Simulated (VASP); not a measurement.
# Bi (P6_3/mmc) in VASP: further runs

Runs on Bi. Level: PBEsol. Tasks: electric field gradients.

Program: VASP 6.6.1. These are calculated values, not measurements. Logs are shortened: lines on timing, memory, paths and dates and some standing lists are left out, and cuts for length are marked.

### 1 The cell of the first run

Symmetry: P6_3/mmc, No. 194, hexagonal system. The conventional cell has a = 4.539 Å, b = 4.539 Å, c = 12.184 Å, α = 90.00°, β = 90.00°, γ = 120.00°.

### 2 Electric field gradients, PBEsol (zz strain of +3 %)

The input, INCAR:

```
SYSTEM = Bi
  PREC = Accurate
  ENCUT = 520
  EDIFF = 1E-8
  ISMEAR = -1
  SIGMA = 0.03
  LREAL = .FALSE.
  LASPH = .TRUE.
  NELM = 60
  ALGO = Normal
  ISIF = 2
  LWAVE = .FALSE.
  LCHARG = .FALSE.
  GGA = PS
  LEFG = .TRUE.
  NBANDS = 22
```

The input, KPOINTS:

```
Automatic mesh
0
G
  9 9 3
  0 0 0
```

The input, POSCAR:

```
Bi
1.0
    4.5390002997      0.0000000000      0.0000000000
   -2.2695001499      3.9308895674      0.0000000000
    0.0000000000      0.0000000000     12.1838700000
Bi
2
Direct
    0.3333333333      0.6666666667      0.2500000000
    0.6666666667      0.3333333333      0.7500000000
```

Potentials or basis: VASP PAW PBE potentials, release 64 (Bi_d).

Run with:

```console
> cat potpaw_PBE.64/Bi_d/POTCAR > POTCAR
> mpirun -np 1 vasp_std > vasp.out
```

OUTCAR:

```text
SYSTEM = Bi
   PREC = Accurate
   ENCUT = 520
   EDIFF = 1E-8
   ISMEAR = -1
   LREAL = .FALSE.
   LASPH = .TRUE.
   NELM = 60
   ISIF = 2
   GGA = PS

 ion  position               nearest neighbor table
   1  0.333  0.667  0.250-
   2  0.667  0.333  0.750-

  LATTYP: Found a hexagonal cell.
 ALAT       =     4.5390002997
 C/A-ratio  =     2.6842628763

  Lattice vectors:

 A1 = (   4.5390002997,   0.0000000000,   0.0000000000)
 A2 = (  -2.2695001499,   3.9308895674,   0.0000000000)
 A3 = (   0.0000000000,   0.0000000000,  12.1838700000)

Analysis of symmetry for initial positions (statically):
=====================================================================
 Subroutine PRICEL returns:
 Original cell was already a primitive cell.

 Routine SETGRP: Setting up the symmetry group for a
 hexagonal supercell.

 Subroutine GETGRP returns: Found 24 space group operations
 (whereof 12 operations were pure point group operations)
 out of a pool of 24 trial point group operations.

The static configuration has the point symmetry D_3d.
 The point group associated with its full space group is D_6h.

Analysis of symmetry for dynamics (positions and initial velocities):
=====================================================================
 Subroutine PRICEL returns:
 Original cell was already a primitive cell.

 Routine SETGRP: Setting up the symmetry group for a
 hexagonal supercell.

 Subroutine GETGRP returns: Found 24 space group operations
 (whereof 12 operations were pure point group operations)
 out of a pool of 24 trial point group operations.

The dynamic configuration has the point symmetry D_3d.
 The point group associated with its full space group is D_6h.

 Subroutine INISYM returns: Found 24 space group operations
 (whereof 12 operations are pure point group operations),
 and found     1 'primitive' translations

----------------------------------------------------------------------------------------

                                     Primitive cell

  volume of cell :     217.3884

  direct lattice vectors                    reciprocal lattice vectors
[... 117 lines left out ...]
 non-spin polarized calculation
  energy-cutoff  :      520.00
  volume of cell :      217.39
 maximum number of plane-waves:      5913
 NGX is ok and might be reduce to    36
   NGX = 17   NGY = 17   NGZ = 45

 number of electron      30.0000003 magnetization

 Free energy of the ion-electron system (eV)
  ---------------------------------------------------
  ext. energy  EPLUGINS =         0.00000000
  ---------------------------------------------------
  free energy    TOTEN  =        -3.36718713 eV

  energy without entropy =       -3.34572835  energy(sigma->0) =       -3.35645774

 E-fermi :  -1.2577     XC(G=0):  -5.2987

 val. band max:       -1.2693482600   @ k =   0.3333   0.0000   0.3333
 cond. band min:      -1.2441593408   @ k =   0.3333   0.1111   0.3333
 fundamental gap:      0.0251889192
 Fermi energy:        -1.2577229402

 k-point     1 :       0.0000    0.0000    0.0000
  band No.  band energies     occupation
      1     -24.0244      2.00000
      2     -24.0244      2.00000
      3     -24.0186      2.00000
      4     -24.0186      2.00000
      5     -24.0185      2.00000
      6     -24.0185      2.00000
[... 589 lines left out ...]
     21       4.3407      0.00000
     22       4.7990      0.00000

------------------------ aborting loop because EDIFF is reached ----------------------------------------

  FORCE on cell =-STRESS in cart. coord.  units (eV):
  Direction    XX          YY          ZZ          XY          YZ          ZX
  --------------------------------------------------------------------------------------
  -------------------------------------------------------------------------------------
  Total       -6.7935941     -6.7935941     -0.3826260      0.0000000     -0.0000000      0.0000000
  in kB      -50.0695704    -50.0695704     -2.8199977      0.0000000     -0.0000000      0.0000000
  external PRESSURE =     -34.3197128 kB  Pullay stress =       0.0000000 kB

 VOLUME and BASIS-vectors are now :
 -----------------------------------------------------------------------------
  energy-cutoff  :      520.00
  volume of cell :      217.39
      direct lattice vectors                 reciprocal lattice vectors
     4.539000300  0.000000000  0.000000000     0.220312830  0.127197672  0.000000000
    -2.269500150  3.930889567  0.000000000     0.000000000  0.254395343  0.000000000
     0.000000000  0.000000000 12.183870000     0.000000000  0.000000000  0.082075728

 POSITION                                       TOTAL-FORCE (eV/Angst)
 -----------------------------------------------------------------------------------
     -0.00000      2.62059      3.04597         0.000000     -0.000000      0.000000
      2.26950      1.31030      9.13790        -0.000000      0.000000      0.000000
 -----------------------------------------------------------------------------------
    total drift:                               -0.000000      0.000000      0.000000

  FREE ENERGIE OF THE ION-ELECTRON SYSTEM (eV)
  ---------------------------------------------------
  free  energy   TOTEN  =        -3.3671871295 eV

  energy  without entropy=       -3.3457283482  energy(sigma->0) =       -3.35645774

 Electric field gradients (V/A^2)
---------------------------------------------------------------------
 ion       V_xx      V_yy      V_zz      V_xy      V_xz      V_yz
---------------------------------------------------------------------
   1      63.901    63.902  -127.803     0.001     0.000    -0.000
   2      63.901    63.902  -127.803     0.001    -0.000     0.000
---------------------------------------------------------------------

 Electric field gradients after diagonalization (V/A^2)
 (convention: |V_zz| > |V_xx| > |V_yy|)
----------------------------------------------------------------------
 ion       V_xx      V_yy      V_zz     asymmetry (V_yy - V_xx)/ V_zz
----------------------------------------------------------------------
   1      63.903    63.900  -127.803       0.000
   2      63.903    63.900  -127.803       0.000
----------------------------------------------------------------------

           NMR quadrupolar parameters

 Cq : quadrupolar parameter    Cq=e*Q*V_zz/h
 eta: asymmetry parameters     (V_yy - V_xx)/ V_zz
 Q  : nuclear electric quadrupole moment in mb (millibarn)
----------------------------------------------------------------------
 ion       Cq(MHz)       eta       Q (mb)
----------------------------------------------------------------------
   1      -0.309       0.000       1.000
   2      -0.309       0.000       1.000
----------------------------------------------------------------------
```

OSZICAR:

```text
N       E                     dE             d eps       ncg     rms          rms(c)
DAV:   1     0.260136266798E+03    0.26014E+03   -0.14313E+04  1152   0.116E+03
DAV:   2     0.165170874576E+02   -0.24362E+03   -0.24007E+03  1170   0.316E+02
DAV:   3    -0.271096428696E+01   -0.19228E+02   -0.19008E+02  1272   0.116E+02
DAV:   4    -0.335941930368E+01   -0.64846E+00   -0.64754E+00  1328   0.233E+01
DAV:   5    -0.338191673779E+01   -0.22497E-01   -0.22496E-01  1486   0.400E+00    0.773E-01
DAV:   6    -0.336646094803E+01    0.15456E-01   -0.38187E-02  1230   0.150E+00    0.491E-01
DAV:   7    -0.336594331857E+01    0.51763E-03   -0.42195E-02  1200   0.130E+00    0.131E-01
DAV:   8    -0.336687117984E+01   -0.92786E-03   -0.31536E-03  1140   0.683E-01    0.504E-02
DAV:   9    -0.336711509302E+01   -0.24391E-03   -0.22294E-04  1252   0.875E-02    0.230E-02
DAV:  10    -0.336717952544E+01   -0.64432E-04   -0.59623E-05  1246   0.349E-02    0.350E-03
DAV:  11    -0.336718653329E+01   -0.70078E-05   -0.76736E-06  1224   0.217E-02    0.223E-03
DAV:  12    -0.336718705060E+01   -0.51731E-06   -0.18157E-06  1140   0.127E-02    0.667E-04
DAV:  13    -0.336718707280E+01   -0.22206E-07   -0.55767E-08  1098   0.148E-03    0.293E-04
DAV:  14    -0.336718712554E+01   -0.52736E-07   -0.66077E-08   918   0.115E-03    0.127E-04
DAV:  15    -0.336718712945E+01   -0.39140E-08   -0.17580E-09   876   0.329E-04
   1 F= -.33671871E+01 E0= -.33564577E+01  d E =-.214588E-01
```

It took 43 s on 1 thread of Intel Xeon 6975P-C (Granite Rapids), shared host; peak memory 0.36 GiB.

What came out:

```yaml
Free_energy: -3.3672 eV
Pressure: -3.4 GPa
Band_gap_on_the_k_mesh: zero (band 15 reaches 0.18 eV, above the bottom of band 16 at -1.96 eV)
```

Stress tensor (GPa, compression positive):
```
-5.01  0.00  0.00
 0.00 -5.01  0.00
 0.00  0.00 -0.28
```

Electric field gradients, principal values (V/Å²):
```tsv
atom	least	middle	greatest (by size)
1 Bi	63.900	63.903	-127.803
2 Bi	63.900	63.903	-127.803
```

Caveat: the cell differs from its parent crystal (zz strain of +3 %); without QUAD_EFG the Cq values of the log hold for a quadrupole moment of 1 mb, not for the nuclei; the PAW data sets were made with another functional, which shifts forces and pressure a little; spin-orbit coupling is left out, which moves the levels of the heavy elements.

### 3 Electric field gradients, PBEsol (equal xx and yy strain of +2 %)

The input, INCAR:

```
PREC = Accurate
ENCUT = 520
EDIFF = 1E-8
ISMEAR = -1
SIGMA = 0.03
LREAL = False
LASPH = True
NELM = 60
ALGO = Normal
ISIF = 2
LWAVE = False
LCHARG = False
GGA = PS
LEFG = True
NBANDS = 22
```

The input, KPOINTS:

```
regular mesh
0
Gamma
  9 9 3
```

The input, POSCAR:

```
Bi
1.0
    4.6297803057      0.0000000000      0.0000000000
   -2.3148901529      4.0095073588      0.0000000000
    0.0000000000      0.0000000000     11.8290000000
Bi
2
Direct
    0.3333333333      0.6666666667      0.2500000000
    0.6666666667      0.3333333333      0.7500000000
```

Potentials or basis: VASP PAW PBE potentials, release 64 (Bi_d).

Run with:

```console
> cat potpaw_PBE.64/Bi_d/POTCAR > POTCAR
> mpirun -np 1 vasp_std > vasp.out
```

OUTCAR:

```text
PREC = Accurate
   ENCUT = 520
   EDIFF = 1E-8
   ISMEAR = -1
   LREAL = False
   LASPH = True
   NELM = 60
   ISIF = 2
   GGA = PS

 ion  position               nearest neighbor table
   1  0.333  0.667  0.250-
   2  0.667  0.333  0.750-

  LATTYP: Found a hexagonal cell.
 ALAT       =     4.6297803057
 C/A-ratio  =     2.5549808455

  Lattice vectors:

 A1 = (   4.6297803057,   0.0000000000,   0.0000000000)
 A2 = (  -2.3148901529,   4.0095073588,   0.0000000000)
 A3 = (   0.0000000000,   0.0000000000,  11.8290000000)

Analysis of symmetry for initial positions (statically):
=====================================================================
 Subroutine PRICEL returns:
 Original cell was already a primitive cell.

 Routine SETGRP: Setting up the symmetry group for a
 hexagonal supercell.

 Subroutine GETGRP returns: Found 24 space group operations
[... 785 lines left out ...]
  energy-cutoff  :      520.00
  volume of cell :      219.58
      direct lattice vectors                 reciprocal lattice vectors
     4.629780306  0.000000000  0.000000000     0.215992970  0.124703600  0.000000000
    -2.314890153  4.009507359  0.000000000     0.000000000  0.249407199  0.000000000
     0.000000000  0.000000000 11.829000000     0.000000000  0.000000000  0.084538000

 POSITION                                       TOTAL-FORCE (eV/Angst)
 -----------------------------------------------------------------------------------
     -0.00000      2.67300      2.95725        -0.000000      0.000000      0.000000
      2.31489      1.33650      8.87175         0.000000     -0.000000      0.000000
 -----------------------------------------------------------------------------------
    total drift:                                0.000000     -0.000000      0.000000

  FREE ENERGIE OF THE ION-ELECTRON SYSTEM (eV)
  ---------------------------------------------------
  free  energy   TOTEN  =        -3.1180972291 eV

  energy  without entropy=       -3.0944979923  energy(sigma->0) =       -3.10629761

 Electric field gradients (V/A^2)
---------------------------------------------------------------------
 ion       V_xx      V_yy      V_zz      V_xy      V_xz      V_yz
---------------------------------------------------------------------
   1      67.759    67.758  -135.517    -0.001    -0.000     0.000
   2      67.759    67.758  -135.517    -0.001     0.000    -0.000
---------------------------------------------------------------------

 Electric field gradients after diagonalization (V/A^2)
 (convention: |V_zz| > |V_xx| > |V_yy|)
----------------------------------------------------------------------
 ion       V_xx      V_yy      V_zz     asymmetry (V_yy - V_xx)/ V_zz
----------------------------------------------------------------------
   1      67.760    67.757  -135.517       0.000
   2      67.760    67.757  -135.517       0.000
----------------------------------------------------------------------

           NMR quadrupolar parameters

 Cq : quadrupolar parameter    Cq=e*Q*V_zz/h
 eta: asymmetry parameters     (V_yy - V_xx)/ V_zz
 Q  : nuclear electric quadrupole moment in mb (millibarn)
----------------------------------------------------------------------
 ion       Cq(MHz)       eta       Q (mb)
----------------------------------------------------------------------
   1      -0.328       0.000       1.000
   2      -0.328       0.000       1.000
----------------------------------------------------------------------
```

stdout:

```text
POSCAR found type information on POSCAR Bi
 POSCAR found :  1 types and       2 ions
 scaLAPACK will be used
 -----------------------------------------------------------------------------
|                                                                             |
|                                                                             |
|     You enforced a specific xc type in the INCAR file but a different       |
|     I HOPE YOU KNOW WHAT YOU ARE DOING!                                     |
|                                                                             |
 -----------------------------------------------------------------------------

 LDA part: xc-table for (Slater+PW92), standard interpolation
 POSCAR, INCAR and KPOINTS ok, starting setup
 FFT: planning ... GRIDC
 FFT: planning ... GRID_SOFT
 FFT: planning ... GRID
 WAVECAR not read
 entering main loop
ion   1

ion   2
```

Wall time 43 s (1 thread of Intel Xeon 6975P-C (Granite Rapids), shared host); peak memory 0.35 GiB.

What came out:

```yaml
Free_energy: -3.1181 eV
Pressure: -3.3 GPa
Band_gap_on_the_k_mesh: zero (band 15 reaches -0.02 eV, above the bottom of band 16 at -1.94 eV)
```

Stress tensor (GPa, compression positive):
```
-4.74  0.00  0.00
 0.00 -4.74  0.00
 0.00  0.00 -0.41
```

Electric field gradients, principal values (V/Å²):
```tsv
atom	least	middle	greatest (by size)
1 Bi	67.757	67.760	-135.517
2 Bi	67.757	67.760	-135.517
```

Caveat: the cell differs from its parent crystal (equal xx and yy strain of +2 %); without QUAD_EFG the Cq values of the log hold for a quadrupole moment of 1 mb, not for the nuclei; the PAW data sets were made with another functional, which shifts forces and pressure a little; spin-orbit coupling is left out, which moves the levels of the heavy elements.
